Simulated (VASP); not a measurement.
Write the native input for VASP 6.6.1 that does the following.

```
Task                   : relaxation of cell and atoms
Functional             : PBE
Potentials or basis    : VASP PAW PBE potentials, release 64 (K_sv, H)
Cutoff                 : 600 eV
k mesh                 : 6 × 6 × 6
Occupations            : gaussian, width 0.1 eV
Spin                   : no spin polarisation
Dipole correction      : no
Further INCAR settings : ALGO = Normal; EDIFF = 1e-07; IBRION = 2; EDIFFG = -0.01; NSW = 100; ISIF = 3
```

The structure of K2H lies in POSCAR:

```
K2H
1.0
    0.0000000000      5.3391787766      5.3391787766
    5.3391787766      0.0000000000      5.3391787766
    5.3391787766      5.3391787766      0.0000000000
K H
4 2
Direct
    0.1250000000      0.1250000000      0.1250000000
    0.6250000000      0.1250000000      0.1250000000
    0.1250000000      0.1250000000      0.6250000000
    0.1250000000      0.6250000000      0.1250000000
    0.5000000000      0.5000000000      0.5000000000
    0.7500000000      0.7500000000      0.7500000000
```

The cell was generated, and may not be a known phase.

One way to write it, as run:

INCAR

```
ALGO = Normal ; EDIFF = 1E-7
EDIFFG = -0.01 ; ENCUT = 600
GGA = PE ; IBRION = 2
ISIF = 3 ; ISMEAR = 0
LASPH = T ; LCHARG = F
LREAL = F ; LWAVE = F
NELM = 100 ; NSW = 100
PREC = Accurate ; SIGMA = 0.1
```

KPOINTS

```
k-points
0
Gamma
  6 6 6
```

Potentials or basis: VASP PAW PBE potentials, release 64 (K_sv, H).

Launch:

```bash
$ cat potpaw_PBE.64/K_sv/POTCAR potpaw_PBE.64/H/POTCAR > POTCAR
$ mpirun -np 1 vasp_std > vasp.out
```

Results of the run:

- Relaxed volume: 50.81 Å³/atom
- Relaxed cell: a = 7.554 Å, b = 7.554 Å, c = 7.554 Å, α = 60.00°, β = 60.00°, γ = 60.00°
- Space group after relaxing (to 0.1 Å): Fd-3m (No. 227)
- Energy gained by relaxing: 0.0 meV/atom
- Ionic steps: 2
- Pressure after relaxing: 0.0 GPa
- Band gap on the k mesh: zero (bands 19 and 20 overlap by 0.13 eV)

Wall time 4.1 min on 1 thread of AMD EPYC 9R45 96-Core Processor (Zen 5), on a shared host, peak memory 0.56 GiB.
